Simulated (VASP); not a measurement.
# SiNi (Pmmn) in VASP: further runs, part 2 of 2

VASP 6.6.1. Earlier steps stand in the parts before.

## 3. Single point, PBE, collinear spin, ferromagnetic start

INCAR reads:

```
ALGO = Normal ; EDIFF = 1E-6
ENCUT = 520 ; GGA = PE
ISIF = 2 ; ISMEAR = -1
ISPIN = 2 ; LASPH = True
LCHARG = False ; LMAXMIX = 4
LORBIT = 11 ; LREAL = False
LWAVE = False ; MAGMOM = 0.25 0.25 0 0
NBANDS = 26 ; NELM = 150
NUPDOWN = 0.5 ; PREC = Accurate
SIGMA = 0.05
```

KPOINTS reads:

```
k-points
0
Gamma
  8 7 5
```

POSCAR reads:

```
SiNi
1.0
    2.9427706600      0.0000000000      0.0000000000
    0.0000000000      3.2803255400      0.0000000000
    0.0000000000      0.0000000000      4.6774467600
Ni Si
2 2
Direct
    0.5000000000      0.5000000000      0.3424955900
    0.0000000000      0.0000000000      0.6575044100
    0.5000000000      0.5000000000      0.8431431600
    0.0000000000      0.0000000000      0.1568568400
```

Potentials or basis: VASP PAW PBE potentials, release 64 (Ni, Si).

Command:

```console
$ cat potpaw_PBE.64/Ni/POTCAR potpaw_PBE.64/Si/POTCAR > POTCAR
$ mpirun -np 1 vasp_std > vasp.out
```

It took 42 s on 1 thread of Intel Xeon 6975P-C (Granite Rapids), shared host; peak memory 0.23 GiB.

The run converged. Its results:

```
Free energy                                           : -23.4759 eV
Pressure                                              : 7.4 GPa
Largest force                                         : 0.109 eV/Å
Net moment                                            : 0.50 μB per cell
Site moments                                          : Ni +0.17; Si +0.04 μB
Valence electrons inside the program's atomic spheres : Ni 9.59; Si 1.62
```

Forces on the atoms (eV/Å):
```
Ni   0.000  0.000  0.058
Ni   0.000  0.000 -0.058
Si   0.000  0.000  0.109
Si   0.000  0.000 -0.109
```

Stress tensor (GPa, compression positive):
```
7.55 0.00 0.00
0.00 6.31 0.00
0.00 0.00 8.37
```

Caveat: the cell stands under pressure; the total moment is fixed, so each spin has its own Fermi level.

## 4. Single point, PBE, collinear spin, ferromagnetic start

INCAR reads:

```
ALGO = Normal ; EDIFF = 1E-6
ENCUT = 520 ; GGA = PE
ISIF = 2 ; ISMEAR = -1
ISPIN = 2 ; LASPH = True
LCHARG = False ; LMAXMIX = 4
LORBIT = 11 ; LREAL = False
LWAVE = False ; MAGMOM = 0.5 0.5 0 0
NBANDS = 26 ; NELM = 150
NUPDOWN = 1.0 ; PREC = Accurate
SIGMA = 0.05
```

KPOINTS is that of step 3.

POSCAR is that of step 3.

Command:

```console
$ cat potpaw_PBE.64/Ni/POTCAR potpaw_PBE.64/Si/POTCAR > POTCAR
$ mpirun -np 1 vasp_std > vasp.out
```

Wall time 43 s (1 thread of Intel Xeon 6975P-C (Granite Rapids), shared host); peak memory 0.23 GiB.

It converged, with:

```
Free energy                                           : -23.1686 eV
Pressure                                              : 9.2 GPa
Largest force                                         : 0.268 eV/Å
Net moment                                            : 1.00 μB per cell
Site moments                                          : Ni +0.34; Si +0.07 μB
Valence electrons inside the program's atomic spheres : Ni 9.58; Si 1.62
```

Forces in eV/Å, atoms in the order of the input:
```
Ni   0.000  0.000  0.040
Ni   0.000  0.000 -0.040
Si   0.000  0.000  0.268
Si   0.000  0.000 -0.268
```

Stress tensor (GPa, compression positive):
```
 9.07  0.00  0.00
 0.00  8.15  0.00
 0.00  0.00 10.39
```

Caveat: the cell stands under pressure; the total moment is fixed, so each spin has its own Fermi level.

## 5. Single point, PBE, collinear spin, ferromagnetic start

INCAR reads:

```
SYSTEM = SiNi
PREC = Accurate ; ENCUT = 520
EDIFF = 1E-6 ; ISMEAR = -1
SIGMA = 0.05 ; LREAL = .False.
LASPH = .True. ; NELM = 150
ALGO = Normal ; ISIF = 2
LWAVE = .False. ; LCHARG = .False.
ISPIN = 2 ; MAGMOM = 0.75 0.75 0 0
LORBIT = 11 ; NUPDOWN = 1.5
LMAXMIX = 4 ; GGA = PE
NBANDS = 26
```

KPOINTS reads:

```
regular mesh
0
Gamma
  8 7 5
  0 0 0
```

POSCAR is that of step 4.

Command:

```console
$ cat potpaw_PBE.64/Ni/POTCAR potpaw_PBE.64/Si/POTCAR > POTCAR
$ mpirun -np 1 vasp_std > vasp.out
```

Run time: 43 s. Hardware: 1 thread of Intel Xeon 6975P-C (Granite Rapids), shared host; peak memory 0.23 GiB.

It converged, with:

```
Free energy                                           : -22.7386 eV
Pressure                                              : 11.5 GPa
Largest force                                         : 0.446 eV/Å
Net moment                                            : 1.50 μB per cell
Site moments                                          : Ni +0.50; Si +0.11 μB
Valence electrons inside the program's atomic spheres : Ni 9.57; Si 1.63
```

Forces in eV/Å, atoms in the order of the input:
```
Ni   0.000  0.000  0.068
Ni   0.000  0.000 -0.068
Si   0.000  0.000  0.446
Si   0.000  0.000 -0.446
```

Stress tensor (GPa, compression positive):
```
11.25  0.00  0.00
 0.00 11.36  0.00
 0.00  0.00 11.91
```

Caveat: the cell stands under pressure; the total moment is fixed, so each spin has its own Fermi level.

## 6. Single point, PBE, collinear spin, ferromagnetic start

INCAR reads:

```
SYSTEM = SiNi
ALGO = Normal ; EDIFF = 1E-6
ENCUT = 520 ; GGA = PE
ISIF = 2 ; ISMEAR = -1
ISPIN = 2 ; LASPH = .TRUE.
LCHARG = .FALSE. ; LMAXMIX = 4
LORBIT = 11 ; LREAL = .FALSE.
LWAVE = .FALSE. ; MAGMOM = 1 1 0 0
NBANDS = 26 ; NELM = 150
NUPDOWN = 2.0 ; PREC = Accurate
SIGMA = 0.05
```

KPOINTS reads:

```
k-points
0
G
  8 7 5
  0 0 0
```

POSCAR is that of step 5.

Potentials or basis: VASP PAW PBE potentials, release 64 (Ni, Si).

Command:

```console
$ cat potpaw_PBE.64/Ni/POTCAR potpaw_PBE.64/Si/POTCAR > POTCAR
$ mpirun -np 1 vasp_std > vasp.out
```

Run time: 43 s. Hardware: 1 thread of Intel Xeon 6975P-C (Granite Rapids), shared host; peak memory 0.23 GiB.

Results (log left out):

* Free energy: -22.1613 eV
* Pressure: 14.8 GPa
* Largest force: 0.517 eV/Å
* Net moment: 2.00 μB per cell
* Site moments: Ni +0.68; Si +0.14 μB
* Valence electrons inside the program's atomic spheres: Ni 9.56; Si 1.64

Forces on the atoms (eV/Å):
```
Ni   0.000  0.000  0.088
Ni   0.000  0.000 -0.088
Si   0.000  0.000  0.517
Si   0.000  0.000 -0.517
```

Stress tensor (GPa, compression positive):
```
12.72  0.00  0.00
 0.00 15.85  0.00
 0.00  0.00 15.77
```

Caveat: the cell stands under pressure; the total moment is fixed, so each spin has its own Fermi level.

## 7. Summary

```tsv
level	fixed moment (μB)	k mesh	pressure (GPa)	moment (μB)	largest force (eV/Å)
BLYP	-	9 × 8 × 6	16.3	0.00	0.14
PBE	0.5	8 × 7 × 5	7.4	0.50	0.11
PBE	1.0	8 × 7 × 5	9.2	1.00	0.27
PBE	1.5	8 × 7 × 5	11.5	1.50	0.45
PBE	2.0	8 × 7 × 5	14.8	2.00	0.52
```

Alike in all rows: task single point; potentials or basis VASP PAW PBE potentials, release 64 (Ni, Si); spin collinear, ferromagnetic start; cell as given; cutoff (eV) 520; smearing fermi-dirac 0.05 eV.

The pressure there spans 7.4 GPa (PBE) to 16.3 GPa (BLYP); a positive pressure means that this level wants a larger cell, a negative one a smaller.

Caveats: the cell stands under pressure; the total moment is fixed, so each spin has its own Fermi level (at least some runs); the PAW data sets were made with another functional, which shifts forces and pressure a little (at least some runs).

Absolute energies hang on the potentials; compare differences alone.
